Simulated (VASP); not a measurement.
# N in VASP: notebook

N is run at these levels: PBE; tasks: single point.

Everything below comes from runs of VASP 6.6.1. Logs are shortened: lines on timing, memory, paths and dates and some standing lists are left out, and cuts for length are marked.

## 1. The cell of the first run

The cell holds a disordered packing, 16 atoms: a = 7.475 Å, b = 7.475 Å, c = 7.475 Å, α = 90.00°, β = 90.00°, γ = 90.00°.

## 2. Single point, PBE

INCAR reads:

```
SYSTEM = N
ALGO     = Normal         ! electronic algorithm
EDIFF    = 1E-6           ! SCF threshold, eV
ENCUT    = 1000           ! plane-wave cutoff, eV
GGA      = PE             ! functional
GGA_COMPAT= .False.      
ISIF     = 2              ! what is computed and relaxed
ISMEAR   = -1             ! smearing method
LASPH    = .True.         ! aspherical terms in the spheres
LCHARG   = .False.        ! write CHGCAR
LREAL    = Auto         
LWAVE    = .False.        ! write WAVECAR
NBANDS   = 54             ! bands
NELM     = 120            ! most SCF steps
PREC     = Accurate       ! precision mode
SIGMA    = 0.05           ! smearing width, eV
```

KPOINTS reads:

```
k-points
0
Gamma
  1 1 1
  0 0 0
```

POSCAR reads:

```
N
1.0
    7.4745810000      0.0000000000      0.0000000000
    0.0000000000      7.4745810000      0.0000000000
    0.0000000000      0.0000000000      7.4745810000
N
16
Direct
    0.1938436415      0.4424060693      0.9307277558
    0.1601695132      0.4339775032      1.0714312949
    0.4056013307      0.4016813785      0.4457774958
    0.4135215071      0.2529372549      0.4734981131
    0.6008497332      0.7738092610      0.7779165147
    0.7489650590      0.7510655112      0.8262001576
    0.4072469079      0.7980112865      0.1468042155
    0.5510810573      0.8211028819      0.1711534065
    0.1345493480      0.7069693940      0.6619501481
    0.2837884826      0.6940322140      0.6456415416
   -0.0474541650      0.8705370910      0.2694732989
   -0.1241541165      0.9269415904      0.3804761765
    0.6002075568      0.2450170785      0.9467018954
    0.6973233684      0.1364892561      0.9263395500
    0.7723777426      0.4338972312      0.3218641955
    0.9184461310      0.4469013046      0.2927923318
```

Potentials or basis: VASP PAW PBE potentials, release 64 (N_h).

On the command line:

```sh
cat potpaw_PBE.64/N_h/POTCAR > POTCAR
mpirun -np 1 vasp_gam > vasp.out
```

OUTCAR:

```text
SYSTEM = N
   EDIFF = 1E-6
   ENCUT = 1000
   GGA = PE
   ISIF = 2
   ISMEAR = -1
   LASPH = .True.
   LREAL = Auto
   NELM = 120
   PREC = Accurate

 ion  position               nearest neighbor table
   1  0.194  0.442  0.931-   2 1.08
   2  0.160  0.434  0.071-   1 1.08
   3  0.406  0.402  0.446-   4 1.13
   4  0.414  0.253  0.473-   3 1.13
   5  0.601  0.774  0.778-   6 1.18
   6  0.749  0.751  0.826-   5 1.18
[... 8 lines left out ...]
  15  0.772  0.434  0.322-  16 1.12
  16  0.918  0.447  0.293-  15 1.12

  LATTYP: Found a simple cubic cell.
 ALAT       =     7.4745810000

  Lattice vectors:

 A1 = (   7.4745810000,   0.0000000000,   0.0000000000)
 A2 = (   0.0000000000,   7.4745810000,   0.0000000000)
 A3 = (   0.0000000000,   0.0000000000,   7.4745810000)

Analysis of symmetry for initial positions (statically):
=====================================================================
 Subroutine PRICEL returns:
 Original cell was already a primitive cell.

 Routine SETGRP: Setting up the symmetry group for a
 simple cubic supercell.

 Subroutine GETGRP returns: Found  1 space group operations
 (whereof  1 operations were pure point group operations)
 out of a pool of 48 trial point group operations.

The static configuration has the point symmetry C_1 .

Analysis of symmetry for dynamics (positions and initial velocities):
=====================================================================
 Subroutine PRICEL returns:
 Original cell was already a primitive cell.

 Routine SETGRP: Setting up the symmetry group for a
 simple cubic supercell.

 Subroutine GETGRP returns: Found  1 space group operations
 (whereof  1 operations were pure point group operations)
 out of a pool of 48 trial point group operations.

The dynamic configuration has the point symmetry C_1 .

 Subroutine INISYM returns: Found  1 space group operations
 (whereof  1 operations are pure point group operations),
 and found     1 'primitive' translations

----------------------------------------------------------------------------------------

                                     Primitive cell

  volume of cell :     417.6001

  direct lattice vectors                    reciprocal lattice vectors
     7.474581000  0.000000000  0.000000000     0.133786763  0.000000000  0.000000000
     0.000000000  7.474581000  0.000000000     0.000000000  0.133786763  0.000000000
     0.000000000  0.000000000  7.474581000     0.000000000  0.000000000  0.133786763

  length of vectors
     7.474581000  7.474581000  7.474581000     0.133786763  0.133786763  0.133786763

  position of ions in fractional coordinates (direct lattice)
     0.193843642  0.442406069  0.930727756
     0.160169513  0.433977503  0.071431295
     0.405601331  0.401681379  0.445777496
     0.413521507  0.252937255  0.473498113
     0.600849733  0.773809261  0.777916515
     0.748965059  0.751065511  0.826200158
[... 8 lines left out ...]
     0.772377743  0.433897231  0.321864195
     0.918446131  0.446901305  0.292792332

  ion indices of the primitive-cell ions
   primitive index   ion index
                 1           1
                 2           2
                 3           3
                 4           4
                 5           5
                 6           6
[... 8 lines left out ...]
                15          15
                16          16

----------------------------------------------------------------------------------------

 KPOINTS: k-points

Automatic generation of k-mesh.
 Grid dimensions read from file:
 generate k-points for:    1    1    1

 Generating k-lattice:

  Cartesian coordinates                     Fractional coordinates (reciprocal lattice)
     0.133786763  0.000000000  0.000000000     1.000000000  0.000000000  0.000000000
     0.000000000  0.133786763  0.000000000     0.000000000  1.000000000  0.000000000
     0.000000000  0.000000000  0.133786763     0.000000000  0.000000000  1.000000000

  Length of vectors
     0.133786763  0.133786763  0.133786763

  Shift w.r.t. Gamma in fractional coordinates (k-lattice)
     0.000000000  0.000000000  0.000000000

 Subroutine IBZKPT returns following result:
 ===========================================

 Found      1 irreducible k-points:

 Following reciprocal coordinates:
            Coordinates               Weight
  0.000000  0.000000  0.000000      1.000000
   k-points           NKPTS =      1   k-points in BZ     NKDIM =      1   number of bands    NBANDS=     54
   number of dos      NEDOS =    301   number of ions     NIONS =     16
   total plane-waves  NPLWV = 512000
   dimension x,y,z NGX =    80 NGY =   80 NGZ =   80
   dimension x,y,z NGXF=   160 NGYF=  160 NGZF=  160
   ions per type =              16
   NGX,Y,Z   is equivalent  to a cutoff of  17.79, 17.79, 17.79 a.u.
   NGXF,Y,Z  is equivalent  to a cutoff of  35.59, 35.59, 35.59 a.u.
 SYSTEM =  N
   PREC   = accura    normal or accurate (medium, high low for compatibility)
   ISTART =      0    job   : 0-new  1-cont  2-samecut
   ICHARG =      2    charge: 1-file 2-atom 10-const
   ISPIN  =      1    spin polarized calculation?
   LNONCOLLINEAR =      F non collinear calculations
   LSORBIT =      F    spin-orbit coupling
   LASPH  =      T    aspherical Exc in radial PAW
   ENCUT  = 1000.0 eV  73.50 Ry    8.57 a.u.  19.27 19.27 19.27*2*pi/ulx,y,z
   NELM   =    120;   NELMIN=  2; NELMDL= -5     # of ELM steps
   EDIFF  = 0.1E-05   stopping-criterion for ELM
   LREAL  =      T    real-space projection
   EDIFFG = 0.1E-04   stopping-criterion for IOM
   NSW    =      0    number of steps for IOM
   IBRION =     -1    ionic relax: 0-MD 1-quasi-New 2-CG
   NFREE  =      0    steps in history (QN), initial steepest desc. (CG)
   ISIF   =      2    stress and relaxation
   ISYM   =      2    0-nonsym 1-usesym 2-fastsym
   POTIM  = 0.5000    time-step for ionic-motion
   TEBEG  =    0.0;   TEEND  =   0.0 temperature during run
   PSTRESS=    0.0 pullay stress
   NELECT =      80.0000    total number of electrons
   NUPDOWN=      -1.0000    fix difference up-down
   EMIN   =  10.00;   EMAX   =-10.00  energy-range for DOS
   EFERMI =   0.00;   METHOD = LEGACY
   ISMEAR =    -1;   SIGMA  =   0.05  broadening in eV -4-tet -1-fermi 0-gaus
   EFERMI_NEDOS =   21; number of points for ismear=-14 and -15
   IALGO  =     38    algorithm
   IMIX   =      4    mixing-type and parameters
     AMIX     =   0.40;   BMIX     =  1.00
     AMIX_MAG =   1.60;   BMIX_MAG =  1.00
  volume/ion in A,a.u.               =      26.10       176.13
  Fermi-wavevector in a.u.,A,eV,Ry     =   0.943738  1.783406 12.117905  0.890641
  Thomas-Fermi vector in A             =   2.071474
   LORBIT       =      0    0 simple, 1 ext, 2 COOP (PROOUT), +10 PAW based schemes
   GGA     = PE    functional components
   LHFCALC =     F    Hartree Fock is set to
   AEXX    =    0.0000 exact exchange contribution
   IVDW    =     0    specifies the selected vdW correction
   LEPSILON=     F    determine dielectric tensor
   LRPA    =     F    only Hartree local field effects (RPA)
 non-spin polarized calculation
  energy-cutoff  :     1000.00
  volume of cell :      417.60
 maximum number of plane-waves:     15024
 NGX is ok and might be reduce to    80
   NGX = 39   NGY = 39   NGZ = 39

 number of electron      80.0000000 magnetization

 Free energy of the ion-electron system (eV)
  ---------------------------------------------------
  ext. energy  EPLUGINS =         0.00000000
  ---------------------------------------------------
  free energy    TOTEN  =      -133.30774045 eV

  energy without entropy =     -133.30774045  energy(sigma->0) =     -133.30774045

 E-fermi :  -4.7599     XC(G=0):  -5.8423

 val. band max:       -5.9535688189   @ k =   0.0000   0.0000   0.0000
 cond. band min:       0.3960107279   @ k =   0.0000   0.0000   0.0000
 fundamental gap:      6.3495795467
 Fermi energy:        -4.7598730059

 k-point     1 :       0.0000    0.0000    0.0000
  band No.  band energies     occupation
      1     -25.1197      2.00000
      2     -25.0653      2.00000
      3     -24.9752      2.00000
      4     -24.9271      2.00000
      5     -24.6806      2.00000
      6     -24.3711      2.00000
[... 44 lines left out ...]
     51       1.4480      0.00000
     52       1.5578      0.00000
 [bands above 52 left out]

------------------------ aborting loop because EDIFF is reached ----------------------------------------

  FORCE on cell =-STRESS in cart. coord.  units (eV):
  Direction    XX          YY          ZZ          XY          YZ          ZX
  --------------------------------------------------------------------------------------
  -------------------------------------------------------------------------------------
  Total       -8.7376010     -1.6122397      6.3173120      1.3686314      1.6910033     -4.6038996
  in kB      -33.5229504     -6.1855686     24.2371947      5.2509337      6.4877557    -17.6634638
  external PRESSURE =      -5.1571081 kB  Pullay stress =       0.0000000 kB

 VOLUME and BASIS-vectors are now :
 -----------------------------------------------------------------------------
  energy-cutoff  :     1000.00
  volume of cell :      417.60
      direct lattice vectors                 reciprocal lattice vectors
     7.474581000  0.000000000  0.000000000     0.133786763  0.000000000  0.000000000
     0.000000000  7.474581000  0.000000000     0.000000000  0.133786763  0.000000000
     0.000000000  0.000000000  7.474581000     0.000000000  0.000000000  0.133786763

 POSITION                                       TOTAL-FORCE (eV/Angst)
 -----------------------------------------------------------------------------------
      1.44890      3.30680      6.95680         0.598412     -0.061407     -2.828828
      1.19720      3.24380      0.53392         0.095064     -0.274553      2.349976
      3.03170      3.00240      3.33200         0.134685     -3.931074      0.613880
      3.09090      1.89060      3.53920        -0.265525      3.710476     -0.651231
      4.49110      5.78390      5.81460         8.185094     -1.035646      2.499371
      5.59820      5.61390      6.17550        -7.669866      0.944336     -2.574492
[... 8 lines left out ...]
      5.77320      3.24320      2.40580         1.982590      0.154156     -0.514069
      6.86500      3.34040      2.18850        -2.534265     -0.116633      1.175093
 -----------------------------------------------------------------------------------
    total drift:                               -0.001103     -0.004249     -0.015681

  FREE ENERGIE OF THE ION-ELECTRON SYSTEM (eV)
  ---------------------------------------------------
  free  energy   TOTEN  =      -133.3077404523 eV

  energy  without entropy=     -133.3077404521  energy(sigma->0) =     -133.30774045
```

It took 2.9 min on 1 thread of Intel Xeon Platinum 8375C at 2.90GHz (Ice Lake), shared host; peak memory 0.87 GiB.

What came out:

- Free energy: -133.3077 eV
- Pressure: -0.5 GPa
- Largest force: 8.621 eV/Å

Forces on the atoms (eV/Å):
```
N    0.598 -0.061 -2.829
N    0.095 -0.275  2.350
N    0.135 -3.931  0.614
N   -0.266  3.710 -0.651
N    8.185 -1.036  2.499
N   -7.670  0.944 -2.574
N    0.177  0.067  0.140
N   -0.483 -0.073  0.100
N    3.142 -0.093 -0.454
N   -3.587  0.323  0.088
N    0.793 -0.457 -1.013
N   -0.618  0.600  1.057
N   -0.324  0.384  0.045
N    0.373 -0.139 -0.032
N    1.983  0.154 -0.514
N   -2.534 -0.117  1.175
```

Stress tensor (GPa, compression positive):
```
-3.35  0.53 -1.77
 0.53 -0.62  0.65
-1.77  0.65  2.42
```

Caveat: the k points lie up to 0.84 Å⁻¹ apart, too coarse for converged energies, forces and pressures.

## 3. Single point, PBE

INCAR reads:

```
PREC = Accurate
ENCUT = 1000
EDIFF = 1E-6
ISMEAR = -1
SIGMA = 0.05
LREAL = Auto
LASPH = T
NELM = 120
ALGO = Normal
ISIF = 2
LWAVE = F
LCHARG = F
GGA = PE
NBANDS = 54
GGA_COMPAT = F
```

KPOINTS reads:

```
Automatic mesh
0
Gamma
  1 1 1
```

POSCAR reads:

```
N
1.0
    7.4745810000      0.0000000000      0.0000000000
    0.0000000000      7.4745810000      0.0000000000
    0.0000000000      0.0000000000      7.4745810000
N
16
Direct
    0.2397191227      0.3100775816      0.8589912933
    0.1489581824      0.1987536158      0.8838354953
    0.3488356070      0.4064040513      0.3091276956
    0.4354759150      0.3053147728      0.3752852501
    0.6684521848      0.4974191864      0.7218598608
    0.6816970744      0.5959130017      0.8424552493
    0.4663003853      0.9101513516      0.3598328789
    0.3461732504      0.8526364220      0.2956286112
    0.2169619943      0.8118849739      0.7205487505
    0.0703049442      0.7771806875      0.7400682393
    0.0271453343      1.0944693756      0.3690909230
    0.0025687059      1.0779600890      0.2237048471
    0.7120265337      0.1792341270      0.9839615090
    0.5867084724      0.1491454839      0.9120645023
    0.9191953368      0.5455155279      0.3627494304
    0.8458266758      0.4237294371      0.3295167983
```

Potentials or basis: VASP PAW PBE potentials, release 64 (N_h).

On the command line:

```sh
cat potpaw_PBE.64/N_h/POTCAR > POTCAR
mpirun -np 1 vasp_gam > vasp.out
```

Wall time 68 s (1 thread of Intel Xeon 6975P-C (Granite Rapids), shared host); peak memory 0.81 GiB.

The run converged. Its results:

| Quantity | Value |
| --- | --- |
| Free energy | -133.9083 eV |
| Pressure | -0.8 GPa |
| Largest force | 7.494 eV/Å |

Forces on the atoms (eV/Å):
```
N    1.090  1.585 -0.340
N   -1.194 -1.408  0.178
N    0.728 -0.805  0.536
N   -0.730  0.922 -0.511
N    0.617  4.822  5.703
N   -0.660 -4.617 -5.719
N   -0.221 -0.277 -0.180
N    0.402  0.079  0.118
N   -4.100 -1.017  0.580
N    4.115  0.951 -0.544
N   -0.173 -0.205 -0.896
N    0.199 -0.144  1.112
N   -0.162 -0.034 -0.108
N    0.182 -0.195  0.097
N    0.842  1.434  0.360
N   -0.933 -1.091 -0.385
```

Stress tensor (GPa, compression positive):
```
-0.75  0.03 -0.29
 0.03  0.30 -1.56
-0.29 -1.56 -1.97
```

Levels at points of the mesh, in eV from the Fermi level:
```csv
k point,band 36,band 37,band 38,band 39,band 40,band 41,band 42,band 43,band 44,band 45
"(0.00, 0.00, 0.00)",-1.61,-1.57,-1.48,-1.37,-1.29,5.67,5.71,6.01,6.06,6.13
```

Caveat: the k points lie up to 0.84 Å⁻¹ apart, too coarse for converged energies, forces and pressures; the atoms stand as in a frame of molecular dynamics.

## 4. Single point, PBE

INCAR reads:

```
SYSTEM = N
ALGO     = Normal         ! electronic algorithm
EDIFF    = 1E-6           ! SCF threshold, eV
ENCUT    = 1000           ! plane-wave cutoff, eV
GGA      = PE             ! functional
GGA_COMPAT= .False.      
ISIF     = 2              ! what is computed and relaxed
ISMEAR   = -1             ! smearing method
LASPH    = .True.         ! aspherical terms in the spheres
LCHARG   = .False.        ! write CHGCAR
LREAL    = Auto         
LWAVE    = .False.        ! write WAVECAR
NBANDS   = 54             ! bands
NELM     = 120            ! most SCF steps
PREC     = Accurate       ! precision mode
SIGMA    = 0.05           ! smearing width, eV
```

KPOINTS reads:

```
k-points
0
Gamma
  1 1 1
  0 0 0
```

POSCAR reads:

```
N
1.0
    7.4745810000      0.0000000000      0.0000000000
    0.0000000000      7.4745810000      0.0000000000
    0.0000000000      0.0000000000      7.4745810000
N
16
Direct
    0.1872492433      0.2668922518      0.7952336373
    0.1909847037      0.1825966924      0.9162283105
    0.4645257605      0.3316887195      0.4110919223
    0.3901388934      0.2160849535      0.3575537286
    0.7955524540      0.6021298744      0.7826433130
    0.7726727982      0.6931929365      0.6690108885
    0.4472421593      0.7721018497      0.1287322754
    0.3947914932      0.6455508733      0.0737998980
    0.2383143798      0.7231583373      0.6192014762
    0.3431513193      0.8264128967      0.6086800128
   -0.0379482877      0.9628401486      0.3182544919
   -0.0786349103      0.8884301151      0.1976612848
    0.6520291436      0.1370850512      0.8789533423
    0.7284359507      0.1426299534      0.7529835801
    0.9414285492      0.4557864069      0.3219717589
    0.8971503499      0.3912094396      0.1968767793
```

On the command line:

```sh
cat potpaw_PBE.64/N_h/POTCAR > POTCAR
mpirun -np 1 vasp_gam > vasp.out
```

Wall time 66 s (1 thread of Intel Xeon 6975P-C (Granite Rapids), shared host); peak memory 0.82 GiB.

It converged, with:

```
Free energy   : -134.6686 eV
Pressure      : 0.2 GPa
Largest force : 0.134 eV/Å
```

Forces on the atoms (eV/Å):
```
N    0.007  0.000  0.026
N   -0.006  0.007 -0.027
N   -0.003 -0.023 -0.017
N    0.002  0.017  0.006
N    0.017 -0.050  0.059
N   -0.015  0.045 -0.057
N   -0.017 -0.074 -0.016
N    0.022  0.076  0.027
N    0.013  0.013 -0.007
N   -0.013 -0.008  0.007
N    0.007  0.021  0.032
N   -0.011 -0.020 -0.037
N   -0.030 -0.005  0.036
N    0.028  0.002 -0.032
N   -0.021 -0.050 -0.123
N    0.021  0.050  0.123
```

Stress tensor (GPa, compression positive):
```
 0.20 -0.03 -0.03
-0.03  0.26 -0.06
-0.03 -0.06  0.18
```

Levels at points of the mesh, in eV from the Fermi level:
```csv
k point,band 36,band 37,band 38,band 39,band 40,band 41,band 42,band 43,band 44,band 45
"(0.00, 0.00, 0.00)",-1.46,-1.41,-1.36,-1.35,-1.27,6.36,6.42,6.50,6.57,6.62
```

Caveat: the k points lie up to 0.84 Å⁻¹ apart, too coarse for converged energies, forces and pressures.

## 5. Summary

```csv
cell,pressure (GPa),largest force (eV/Å)
"as given, atomic positions A",-0.5,8.62
"as given, atomic positions B",-0.8,7.49
"as given, atomic positions C",0.2,0.13
```

Alike in all rows: task single point; level PBE; potentials or basis VASP PAW PBE potentials, release 64 (N_h); no spin polarisation; k mesh 1 × 1 × 1; cutoff (eV) 1000; smearing fermi-dirac 0.05 eV.

Caveats: all runs use coarse meshes; the atoms stand as in a frame of molecular dynamics (at least some runs).

Absolute energies hang on the potentials; compare differences alone.
